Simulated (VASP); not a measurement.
# BaOs2 (P6/mmm) in VASP: further runs

BaOs2 is run at these levels: PBE; tasks: single point, relaxation of cell and atoms.

Everything below comes from runs of VASP 6.6.1. Logs are shortened: lines on timing, memory, paths and dates and some standing lists are left out, and cuts for length are marked.

**1. The cell of the first run**

The structure is hexagonal, space group P6/mmm (No. 191). Conventional cell: a = 2.926 Å, b = 2.926 Å, c = 8.308 Å, α = 90.00°, β = 90.00°, γ = 120.00°. Within 3.9 Å of Ba (site symmetry 6/mmm) lie 6 Ba at 2.93 Å and 2 Os at 2.99 Å. Within 3.1 Å of Os (site symmetry 6mm) lie 7 Os at 2.32 to 2.93 Å and 1 Ba at 2.99 Å.

**2. Single point, PBE**

Contents of INCAR:

```
  PREC = Accurate
  ENCUT = 500
  EDIFF = 1E-6
  ISMEAR = 0
  SIGMA = 0.1
  LREAL = F
  LASPH = T
  NELM = 120
  ALGO = Normal
  ISIF = 2
  LWAVE = F
  LCHARG = T
  GGA = PE
  LELF = T
  LVHAR = T
  NBANDS = 28
  GGA_COMPAT = F
```

Contents of KPOINTS:

```
regular mesh
0
Gamma
  18 18 6
```

Contents of POSCAR:

```
BaOs2
1.0
    2.9263377251      0.0000000000      0.0000000000
   -1.4631688626      2.5342828100      0.0000000000
    0.0000000000      0.0000000000      8.3079689630
Ba Os
1 2
Direct
    0.0000000000      0.0000000000      0.5000000000
    0.0000000000      0.0000000000      0.1395377256
    0.0000000000      0.0000000000      0.8604622744
```

Potentials or basis: VASP PAW PBE potentials, release 64 (Ba_sv, Os_sv_GW).

Started as:

```sh
> cat potpaw_PBE.64/Ba_sv/POTCAR potpaw_PBE.64/Os_sv_GW/POTCAR > POTCAR
> mpirun -np 1 vasp_std > vasp.out
```

OUTCAR:

```text
PREC = Accurate
   ENCUT = 500
   EDIFF = 1E-6
   ISMEAR = 0
   LREAL = F
   LASPH = T
   NELM = 120
   ISIF = 2
   GGA = PE

 ion  position               nearest neighbor table
   1  0.000  0.000  0.500-   2 2.99   3 2.99
   2  0.000  0.000  0.140-   3 2.32   1 2.99
   3  0.000  0.000  0.860-   2 2.32   1 2.99

  LATTYP: Found a hexagonal cell.
 ALAT       =     2.9263377251
 C/A-ratio  =     2.8390328607

  Lattice vectors:

 A1 = (   2.9263377251,   0.0000000000,   0.0000000000)
 A2 = (  -1.4631688626,   2.5342828100,   0.0000000000)
 A3 = (   0.0000000000,   0.0000000000,   8.3079689630)

Analysis of symmetry for initial positions (statically):
=====================================================================
 Subroutine PRICEL returns:
 Original cell was already a primitive cell.

 Routine SETGRP: Setting up the symmetry group for a
 hexagonal supercell.

 Subroutine GETGRP returns: Found 24 space group operations
 (whereof 24 operations were pure point group operations)
 out of a pool of 24 trial point group operations.

The static configuration has the point symmetry D_6h.

Analysis of symmetry for dynamics (positions and initial velocities):
=====================================================================
 Subroutine PRICEL returns:
 Original cell was already a primitive cell.

 Routine SETGRP: Setting up the symmetry group for a
 hexagonal supercell.

 Subroutine GETGRP returns: Found 24 space group operations
 (whereof 24 operations were pure point group operations)
 out of a pool of 24 trial point group operations.

The dynamic configuration has the point symmetry D_6h.

 Subroutine INISYM returns: Found 24 space group operations
 (whereof 24 operations are pure point group operations),
 and found     1 'primitive' translations

----------------------------------------------------------------------------------------

                                     Primitive cell

  volume of cell :      61.6133

  direct lattice vectors                    reciprocal lattice vectors
     2.926337725  0.000000000  0.000000000     0.341724057  0.197294476  0.000000000
    -1.463168863  2.534282810  0.000000000     0.000000000  0.394588953  0.000000000
     0.000000000  0.000000000  8.307968963     0.000000000  0.000000000  0.120366362

  length of vectors
[... 75 lines left out ...]
   PREC   = accura    normal or accurate (medium, high low for compatibility)
   ISTART =      0    job   : 0-new  1-cont  2-samecut
   ICHARG =      2    charge: 1-file 2-atom 10-const
   ISPIN  =      1    spin polarized calculation?
   LNONCOLLINEAR =      F non collinear calculations
   LSORBIT =      F    spin-orbit coupling
   LASPH  =      T    aspherical Exc in radial PAW
   ENCUT  =  500.0 eV  36.75 Ry    6.06 a.u.   5.34  5.34 15.15*2*pi/ulx,y,z
   NELM   =    120;   NELMIN=  2; NELMDL= -5     # of ELM steps
   EDIFF  = 0.1E-05   stopping-criterion for ELM
   LREAL  =      F    real-space projection
   EDIFFG = 0.1E-04   stopping-criterion for IOM
   NSW    =      0    number of steps for IOM
   IBRION =     -1    ionic relax: 0-MD 1-quasi-New 2-CG
   NFREE  =      0    steps in history (QN), initial steepest desc. (CG)
   ISIF   =      2    stress and relaxation
   ISYM   =      2    0-nonsym 1-usesym 2-fastsym
   POTIM  = 0.5000    time-step for ionic-motion
   TEBEG  =    0.0;   TEEND  =   0.0 temperature during run
   PSTRESS=    0.0 pullay stress
   NELECT =      42.0000    total number of electrons
   NUPDOWN=      -1.0000    fix difference up-down
   EMIN   =  10.00;   EMAX   =-10.00  energy-range for DOS
   EFERMI =   0.00;   METHOD = LEGACY
   ISMEAR =     0;   SIGMA  =   0.10  broadening in eV -4-tet -1-fermi 0-gaus
   EFERMI_NEDOS =   21; number of points for ismear=-14 and -15
   IALGO  =     38    algorithm
   IMIX   =      4    mixing-type and parameters
     AMIX     =   0.40;   BMIX     =  1.00
     AMIX_MAG =   1.60;   BMIX_MAG =  1.00
  volume/ion in A,a.u.               =      20.54       138.60
  Fermi-wavevector in a.u.,A,eV,Ry     =   1.440787  2.722693 28.243890  2.075867
  Thomas-Fermi vector in A             =   2.559492
   LORBIT       =      0    0 simple, 1 ext, 2 COOP (PROOUT), +10 PAW based schemes
   GGA     = PE    functional components
   LHFCALC =     F    Hartree Fock is set to
   AEXX    =    0.0000 exact exchange contribution
   IVDW    =     0    specifies the selected vdW correction
   LEPSILON=     F    determine dielectric tensor
   LRPA    =     F    only Hartree local field effects (RPA)
 non-spin polarized calculation
 Gauss-broadening in eV      SIGMA  =   0.10
  energy-cutoff  :      500.00
  volume of cell :       61.61
 maximum number of plane-waves:      1591
 NGX is ok and might be reduce to    24
   NGX = 11   NGY = 11   NGZ = 31

 number of electron      42.0000000 magnetization

 Free energy of the ion-electron system (eV)
  ---------------------------------------------------
  ext. energy  EPLUGINS =         0.00000000
  ---------------------------------------------------
  free energy    TOTEN  =       -21.36690399 eV

  energy without entropy =      -21.34570090  energy(sigma->0) =      -21.35630244

 E-fermi :   8.3868     XC(G=0): -12.0898

 val. band max:        8.3842631957   @ k =   0.1667   0.1111   0.1667
 cond. band min:       8.3903821110   @ k =   0.2222   0.0556   0.3333
 fundamental gap:      0.0061189153
 Fermi energy:         8.3867638287

 k-point     1 :       0.0000    0.0000    0.0000
  band No.  band energies     occupation
      1     -78.1510      2.00000
      2     -78.0399      2.00000
      3     -38.2809      2.00000
      4     -37.2482      2.00000
      5     -37.2482      2.00000
      6     -37.1451      2.00000
[... 733 lines left out ...]
     27      12.7363      0.00000
     28      13.4751      0.00000

 [... further k-points ...]
[... 5 lines left out ...]
  --------------------------------------------------------------------------------------
  -------------------------------------------------------------------------------------
  Total        1.0964915      1.0964915      0.5654750     -0.0000000     -0.0000000      0.0000000
  in kB       28.5129042     28.5129042     14.7044780     -0.0000000     -0.0000000      0.0000000
  external PRESSURE =      23.9100954 kB  Pullay stress =       0.0000000 kB

 VOLUME and BASIS-vectors are now :
 -----------------------------------------------------------------------------
  energy-cutoff  :      500.00
  volume of cell :       61.61
      direct lattice vectors                 reciprocal lattice vectors
     2.926337725  0.000000000  0.000000000     0.341724057  0.197294476  0.000000000
    -1.463168863  2.534282810  0.000000000     0.000000000  0.394588953  0.000000000
     0.000000000  0.000000000  8.307968963     0.000000000  0.000000000  0.120366362

 POSITION                                       TOTAL-FORCE (eV/Angst)
 -----------------------------------------------------------------------------------
      0.00000      0.00000      4.15398         0.000000      0.000000      0.000000
      0.00000      0.00000      1.15928         0.000000      0.000000     -0.066915
      0.00000      0.00000      7.14869        -0.000000     -0.000000      0.066915
 -----------------------------------------------------------------------------------
    total drift:                                0.000000     -0.000000      0.000000

  FREE ENERGIE OF THE ION-ELECTRON SYSTEM (eV)
  ---------------------------------------------------
  free  energy   TOTEN  =       -21.3669039867 eV

  energy  without entropy=      -21.3457008963  energy(sigma->0) =      -21.35630244
```

Wall time 11 min (1 thread of AMD EPYC 7R43 (Zen 3), shared host); peak memory 0.31 GiB.

What came out:

```
Free energy            : -21.3669 eV
Pressure               : 2.4 GPa
Largest force          : 0.067 eV/Å
Band gap on the k mesh : zero (bands 21 and 22 overlap by 2.07 eV)
```

Forces on the atoms (eV/Å):
```
Ba   0.000  0.000  0.000
Os   0.000  0.000 -0.067
Os   0.000  0.000  0.067
```

Stress tensor (GPa, compression positive):
```
2.85 0.00 0.00
0.00 2.85 0.00
0.00 0.00 1.47
```

Levels at points of the mesh, in eV from the Fermi level:
```
           k point  band 17  band 18  band 19  band 20  band 21  band 22  band 23  band 24  band 25  band 26
(0.00, 0.00, 0.00)    -2.28    -1.63    -1.63    -1.56    -1.56    -1.29     0.18     1.04     1.09     1.09
(0.50, 0.00, 0.00)    -3.71    -2.38    -1.99    -0.02     0.41     0.71     1.40     1.59     1.81     3.25
(0.00, 0.00, 0.50)    -2.28    -2.28    -1.66    -1.66    -1.57    -1.57     1.12     1.16     1.16     1.16
(0.50, 0.00, 0.50)    -2.43    -2.26    -2.25    -1.99    -0.36     0.58     1.40     1.81     2.19     4.03
```

Caveat: spin-orbit coupling is left out, which moves the levels of the heavy elements.

**3. Relaxation of cell and atoms, PBE**

This run uses another cell than the first one, of 20.12 Å³/atom.

Contents of INCAR:

```
  PREC = Accurate
  ENCUT = 500
  EDIFF = 1E-7
  ISMEAR = 0
  SIGMA = 0.1
  LREAL = F
  LASPH = T
  NELM = 120
  ALGO = Normal
  ISIF = 3
  LWAVE = F
  LCHARG = F
  GGA = PE
  IBRION = 2
  NSW = 100
  EDIFFG = -0.01
  GGA_COMPAT = F
  NELMIN = 4
```

KPOINTS is that of step 2.

Contents of POSCAR:

```
BaOs2
1.0
    2.9241940990      0.0000000000      0.0000000000
   -1.4620970495      2.5324263753      0.0000000000
    0.0000000000      0.0000000000      8.1520862634
Ba Os
1 2
Direct
    0.0000000000      0.0000000000      0.5000000000
    0.0000000000      0.0000000000      0.1441140055
    0.0000000000      0.0000000000      0.8558859945
```

Potentials or basis: VASP PAW PBE potentials, release 64 (Ba_sv, Os_sv_GW).

Started as:

```sh
> cat potpaw_PBE.64/Ba_sv/POTCAR potpaw_PBE.64/Os_sv_GW/POTCAR > POTCAR
> mpirun -np 1 vasp_std > vasp.out
```

Run time: 21 min. Hardware: 1 thread of AMD EPYC 9R45 (Zen 5), shared host; peak memory 0.31 GiB.

Results (log left out):

```
Free energy                           : -21.3657 eV
Relaxed volume                        : 20.96 Å³/atom
Relaxed cell                          : a = 2.946 Å, b = 2.946 Å, c = 8.367 Å, α = 90.00°, β = 90.00°, γ = 120.00°
Space group after relaxing (to 0.1 Å) : P6/mmm (No. 191)
Energy gained by relaxing             : 17.8 meV/atom
Ionic steps                           : 11
Pressure after relaxing               : 0.0 GPa
Band gap on the k mesh                : zero (bands 21 and 22 overlap by 2.03 eV)
```

The path:
```
step  energy change (eV)  largest force (eV/Å)  pressure (GPa)  volume (Å³)
   1              0.0000                0.5684            3.37        60.37
   2             -0.0183                0.6314           -4.20        64.14
   3             -0.0317                0.6001           -1.46        62.60
   4             -0.0453                0.4919            0.99        62.76
   5             -0.0494                0.1024            0.15        62.71
   6             -0.0496                0.1210            0.13        62.91
   7             -0.0532                0.0149            0.11        62.81
   8             -0.0532                0.0184           -0.10        62.92
   9             -0.0533                0.0172           -0.03        62.88
  10             -0.0533                0.0148            0.03        62.88
  11             -0.0533                0.0009            0.00        62.88
```

Final structure:
```
Ba Os
1.0
     2.94587    0.00000    0.00000
    -1.47293    2.55120    0.00000
     0.00000    0.00000    8.36723
Ba Os
1 2
Direct
  0.00000 0.00000 0.50000
  0.00000 0.00000 0.13817
  0.00000 0.00000 0.86183
```

Levels at points of the mesh, in eV from the Fermi level:
```
           k point  band 17  band 18  band 19  band 20  band 21  band 22  band 23  band 24  band 25
(0.00, 0.00, 0.00)    -2.26    -1.70    -1.70    -1.52    -1.52    -1.26     0.10     0.90     1.07
(0.50, 0.00, 0.00)    -3.58    -2.42    -1.96    -0.02     0.43     0.69     1.32     1.53     1.73
(0.00, 0.00, 0.50)    -2.26    -2.26    -1.73    -1.73    -1.53    -1.53     0.97     1.14     1.14
(0.50, 0.00, 0.50)    -2.47    -2.19    -2.19    -1.95    -0.34     0.58     1.32     1.73     2.11
```

Caveat: spin-orbit coupling is left out, which moves the levels of the heavy elements.
